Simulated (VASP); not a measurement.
# Bi (P6/mmm) in VASP: notebook

The runs below take Bi through single point, with PBE.

Everything below comes from runs of VASP 6.6.1. Logs are shortened: lines on timing, memory, paths and dates and some standing lists are left out, and cuts for length are marked.

## Step 1: The cell of the first run

Symmetry: P6/mmm, No. 191, hexagonal system. The conventional cell has a = 5.575 Å, b = 5.575 Å, c = 3.282 Å, α = 90.00°, β = 90.00°, γ = 120.00°. Bi (site symmetry 6/mmm) has 14 Bi at 3.28 to 3.61 Å within 4.3 Å. Within 4.2 Å of Bi (site symmetry -6m2) lie 11 Bi at 3.22 to 3.61 Å.

## Step 2: Single point, PBE (volume scaled by 0.92)

INCAR

```
SYSTEM = Bi
PREC     = Accurate       ! precision mode
ENCUT    = 520            ! plane-wave cutoff, eV
EDIFF    = 1E-7           ! SCF threshold, eV
ISMEAR   = -1             ! smearing method
SIGMA    = 0.1            ! smearing width, eV
LREAL    = .FALSE.        ! projectors in reciprocal space
LASPH    = .TRUE.         ! aspherical terms in the spheres
NELM     = 60             ! most SCF steps
ALGO     = Normal         ! electronic algorithm
ISIF     = 2              ! what is computed and relaxed
LWAVE    = .FALSE.        ! write WAVECAR
LCHARG   = .FALSE.        ! write CHGCAR
GGA      = PE             ! functional
NBANDS   = 30             ! bands
```

KPOINTS

```
Automatic mesh
0
G
  7 7 11
  0 0 0
```

POSCAR

```
Bi
1.0
    5.5751679819      0.0000000000      0.0000000000
   -2.7875839910      4.8282371026      0.0000000000
    0.0000000000      0.0000000000      3.2820054211
Bi
3
Direct
    1.0000000000      1.0000000000      0.0000000000
    0.3333333333      0.6666666667      0.5000000000
    0.6666666667      0.3333333333      0.5000000000
```

Potentials or basis: VASP PAW PBE potentials, release 64 (Bi_d).

Run with:

```
$ cat potpaw_PBE.64/Bi_d/POTCAR > POTCAR
$ mpirun -np 1 vasp_std > vasp.out
```

OUTCAR:

```text
SYSTEM = Bi
   PREC = Accurate
   ENCUT = 520
   EDIFF = 1E-7
   ISMEAR = -1
   LREAL = .FALSE.
   LASPH = .TRUE.
   NELM = 60
   ISIF = 2
   GGA = PE

 ion  position               nearest neighbor table
   1  0.000  0.000  0.000-   2 3.61   3 3.61   2 3.61   3 3.61   2 3.61   2 3.61   3 3.61   3 3.61
                             3 3.61   3 3.61   2 3.61   2 3.61
   2  0.333  0.667  0.500-   3 3.22   3 3.22   3 3.22   1 3.61   1 3.61   1 3.61   1 3.61   1 3.61
                             1 3.61
   3  0.667  0.333  0.500-   2 3.22   2 3.22   2 3.22   1 3.61   1 3.61   1 3.61   1 3.61   1 3.61
                             1 3.61

  LATTYP: Found a hexagonal cell.
 ALAT       =     5.5751679819
 C/A-ratio  =     0.5886827862

  Lattice vectors:

 A1 = (   5.5751679819,   0.0000000000,   0.0000000000)
 A2 = (  -2.7875839910,   4.8282371026,   0.0000000000)
 A3 = (   0.0000000000,   0.0000000000,   3.2820054211)

Analysis of symmetry for initial positions (statically):
=====================================================================
 Subroutine PRICEL returns:
 Original cell was already a primitive cell.

 Routine SETGRP: Setting up the symmetry group for a
 hexagonal supercell.

 Subroutine GETGRP returns: Found 24 space group operations
 (whereof 24 operations were pure point group operations)
 out of a pool of 24 trial point group operations.

The static configuration has the point symmetry D_6h.

Analysis of symmetry for dynamics (positions and initial velocities):
=====================================================================
 Subroutine PRICEL returns:
 Original cell was already a primitive cell.

 Routine SETGRP: Setting up the symmetry group for a
 hexagonal supercell.

 Subroutine GETGRP returns: Found 24 space group operations
 (whereof 24 operations were pure point group operations)
 out of a pool of 24 trial point group operations.

The dynamic configuration has the point symmetry D_6h.

 Subroutine INISYM returns: Found 24 space group operations
 (whereof 24 operations are pure point group operations),
 and found     1 'primitive' translations

----------------------------------------------------------------------------------------

                                     Primitive cell

  volume of cell :      88.3458

  direct lattice vectors                    reciprocal lattice vectors
[... 87 lines left out ...]
   ENCUT  =  520.0 eV  38.22 Ry    6.18 a.u.  10.37 10.37  6.10*2*pi/ulx,y,z
   NELM   =     60;   NELMIN=  2; NELMDL= -5     # of ELM steps
   EDIFF  = 0.1E-06   stopping-criterion for ELM
   LREAL  =      F    real-space projection
   EDIFFG = 0.1E-05   stopping-criterion for IOM
   NSW    =      0    number of steps for IOM
   IBRION =     -1    ionic relax: 0-MD 1-quasi-New 2-CG
   NFREE  =      0    steps in history (QN), initial steepest desc. (CG)
   ISIF   =      2    stress and relaxation
   ISYM   =      2    0-nonsym 1-usesym 2-fastsym
   POTIM  = 0.5000    time-step for ionic-motion
   TEBEG  =    0.0;   TEEND  =   0.0 temperature during run
   PSTRESS=    0.0 pullay stress
   NELECT =      45.0000    total number of electrons
   NUPDOWN=      -1.0000    fix difference up-down
   EMIN   =  10.00;   EMAX   =-10.00  energy-range for DOS
   EFERMI =   0.00;   METHOD = LEGACY
   ISMEAR =    -1;   SIGMA  =   0.10  broadening in eV -4-tet -1-fermi 0-gaus
   EFERMI_NEDOS =   21; number of points for ismear=-14 and -15
   IALGO  =     38    algorithm
   IMIX   =      4    mixing-type and parameters
     AMIX     =   0.40;   BMIX     =  1.00
     AMIX_MAG =   1.60;   BMIX_MAG =  1.00
  volume/ion in A,a.u.               =      29.45       198.73
  Fermi-wavevector in a.u.,A,eV,Ry     =   1.307426  2.470677 23.257285  1.709362
  Thomas-Fermi vector in A             =   2.438161
   LORBIT       =      0    0 simple, 1 ext, 2 COOP (PROOUT), +10 PAW based schemes
   GGA     = PE    functional components
   LHFCALC =     F    Hartree Fock is set to
   AEXX    =    0.0000 exact exchange contribution
   IVDW    =     0    specifies the selected vdW correction
   LEPSILON=     F    determine dielectric tensor
   LRPA    =     F    only Hartree local field effects (RPA)
 non-spin polarized calculation
  energy-cutoff  :      520.00
  volume of cell :       88.35
 maximum number of plane-waves:      2412
 NGX is ok and might be reduce to    42
   NGX = 21   NGY = 21   NGZ = 13

 number of electron      44.9999971 magnetization

 Free energy of the ion-electron system (eV)
  ---------------------------------------------------
  ext. energy  EPLUGINS =         0.00000000
  ---------------------------------------------------
  free energy    TOTEN  =       -11.13260587 eV

  energy without entropy =      -11.05867805  energy(sigma->0) =      -11.09564196

 E-fermi :   8.6451     XC(G=0): -10.5497

 val. band max:        8.5476997932   @ k =   0.4286   0.1429   0.4545
 cond. band min:       8.6523942490   @ k =   0.2857   0.1429   0.4545
 fundamental gap:      0.1046944558
 Fermi energy:         8.6450897494

 k-point     1 :       0.0000    0.0000    0.0000
  band No.  band energies     occupation
      1     -14.5877      2.00000
      2     -14.4708      2.00000
      3     -14.4616      2.00000
      4     -14.4462      2.00000
      5     -14.4462      2.00000
      6     -14.3602      2.00000
[... 781 lines left out ...]
     29      16.1272      0.00000
     30      16.1754      0.00000

 [... further k-points ...]

------------------------ aborting loop because EDIFF is reached ----------------------------------------

  FORCE on cell =-STRESS in cart. coord.  units (eV):
  Direction    XX          YY          ZZ          XY          YZ          ZX
  --------------------------------------------------------------------------------------
  -------------------------------------------------------------------------------------
  Total        2.5392808      2.5392808      3.5005569     -0.0000000     -0.0000000      0.0000000
  in kB       46.0506195     46.0506195     63.4836494     -0.0000000     -0.0000000      0.0000000
  external PRESSURE =      51.8616295 kB  Pullay stress =       0.0000000 kB

 VOLUME and BASIS-vectors are now :
 -----------------------------------------------------------------------------
  energy-cutoff  :      520.00
  volume of cell :       88.35
      direct lattice vectors                 reciprocal lattice vectors
     5.575167982  0.000000000  0.000000000     0.179366793  0.103557466  0.000000000
    -2.787583991  4.828237103  0.000000000     0.000000000  0.207114932  0.000000000
     0.000000000  0.000000000  3.282005421     0.000000000  0.000000000  0.304691758

 POSITION                                       TOTAL-FORCE (eV/Angst)
 -----------------------------------------------------------------------------------
      0.00000      0.00000      0.00000         0.000000      0.000000     -0.000000
     -0.00000      3.21882      1.64100        -0.000000      0.000000     -0.000000
      2.78758      1.60941      1.64100         0.000000     -0.000000      0.000000
 -----------------------------------------------------------------------------------
    total drift:                               -0.000000      0.000000     -0.000000

  FREE ENERGIE OF THE ION-ELECTRON SYSTEM (eV)
  ---------------------------------------------------
  free  energy   TOTEN  =       -11.1326058687 eV

  energy  without entropy=      -11.0586780479  energy(sigma->0) =      -11.09564196
```

Run time: 58 s. Hardware: 1 thread of AMD EPYC 9R14 (Zen 4), shared host; peak memory 0.21 GiB.

What came out:

* Free energy: -11.1326 eV
* Pressure: 5.2 GPa

Caveat: spin-orbit coupling is left out, which moves the levels of the heavy elements.

## Step 3: Single point, PBE (volume scaled by 0.96)

INCAR

```
SYSTEM = Bi
  PREC = Accurate
  ENCUT = 520
  EDIFF = 1E-7
  ISMEAR = -1
  SIGMA = 0.1
  LREAL = .FALSE.
  LASPH = .TRUE.
  NELM = 60
  ALGO = Normal
  ISIF = 2
  LWAVE = .FALSE.
  LCHARG = .FALSE.
  GGA = PE
  NBANDS = 30
```

KPOINTS is that of step 2.

POSCAR

```
Bi
1.0
    5.6548240007      0.0000000000      0.0000000000
   -2.8274120004      4.8972212385      0.0000000000
    0.0000000000      0.0000000000      3.3288975482
Bi
3
Direct
    1.0000000000      1.0000000000      0.0000000000
    0.3333333333      0.6666666667      0.5000000000
    0.6666666667      0.3333333333      0.5000000000
```

Potentials or basis: VASP PAW PBE potentials, release 64 (Bi_d).

Run with:

```
$ cat potpaw_PBE.64/Bi_d/POTCAR > POTCAR
$ mpirun -np 1 vasp_std > vasp.out
```

Run time: 68 s. Hardware: 1 thread of AMD EPYC 9R14 (Zen 4), shared host; peak memory 0.23 GiB.

It converged, with:

```yaml
Free_energy: -11.2239 eV
Pressure: 2.4 GPa
```

Stress tensor (GPa, compression positive):
```
1.94 0.00 0.00
0.00 1.94 0.00
0.00 0.00 3.22
```

Levels at points of the mesh, in eV from the Fermi level:
| k point | band 18 | band 19 | band 20 | band 21 | band 22 | band 23 | band 24 | band 25 | band 26 | band 27 |
| --- | --- | --- | --- | --- | --- | --- | --- | --- | --- | --- |
| (0.00, 0.00, 0.00) | -10.03 | -3.56 | -3.56 | -3.34 | -3.34 | 1.78 | 5.03 | 5.03 | 5.66 | 5.66 |

Caveat: spin-orbit coupling is left out, which moves the levels of the heavy elements.

(Continued in part 2 of 2.)
